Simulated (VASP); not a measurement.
InAs, 2 atoms in the cell. It takes space group F-43m (No. 216, cubic). Conventional cell: a = 6.038 Å, b = 6.038 Å, c = 6.038 Å, α = 90.00°, β = 90.00°, γ = 90.00°. Within 3.4 Å of In (site symmetry -43m) lie 4 As at 2.61 Å. Within 3.4 Å of As (site symmetry -43m) lie 4 In at 2.61 Å. 

| Property | Result |
| --- | --- |
| Program | VASP 6.6.1 |
| Task | vibrations by perturbation theory |
| Functional | PBE |
| Potentials or basis | VASP PAW PBE potentials, release 64 (In_d, As) |
| Cutoff | 520 eV |
| k mesh | 24 × 24 × 24 |
| Occupations | gaussian, width 0.005 eV |
| Spin | no spin polarisation |
| Dipole correction | no |
| Further INCAR settings | ALGO = Fast; EDIFF = 1e-08; NBANDS = 16; IBRION = 8; NSW = 1 |

Potentials or basis: VASP PAW PBE potentials, release 64 (In_d, As).

Command:

```sh
$ cat potpaw_PBE.64/In_d/POTCAR potpaw_PBE.64/As/POTCAR > POTCAR
$ mpirun -np 1 vasp_std > vasp.out
```

Hardware: 1 thread of Oxide Virtual Turin-like Processor (shared host).

Problem. Estimate the wall time of this run.

Solution. Run time: 94 min on 1 thread of Oxide Virtual Turin-like Processor, with other jobs on the host, peak memory 3.2 GiB. Counts: scf iterations 48, k points 413.
